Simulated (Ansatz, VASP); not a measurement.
# MgO in VASP and in Ansatz

```
Mg O
1.0
     0.00000    2.10850    2.10850
     2.10850    0.00000    2.10850
     2.10850    2.10850    0.00000
Mg O
1 1
Direct
  0.00000 0.00000 0.00000
  0.50000 0.50000 0.50000
```

Alike in both runs: task relaxation of cell and atoms; functional PBE; k mesh 14 × 14 × 14; occupations gaussian, width 0.02 eV; no spin polarisation.

```csv
,VASP,Ansatz
version,VASP 6.6.1,Ansatz 0.2.0
potentials or method,"VASP PAW PBE potentials, release 64 (Mg, O), cutoff 600 eV","scalar-relativistic, plane waves, PAW"
valence electrons in the cell,8,16
```

```csv
,VASP,Ansatz,Ansatz less VASP
"gap on the k mesh at the Fermi level, each at its own relaxed structure (eV)",4.50,4.46,-0.042
relaxed volume (Å³/atom),9.56,9.62,+0.059
relaxed cell length with the largest relative difference (Å),3.002,3.008,+0.0062
```

VASP's potentials hold 8 valence electrons a cell and Ansatz's 16, so a difference there can come from the potentials and not from the codes.
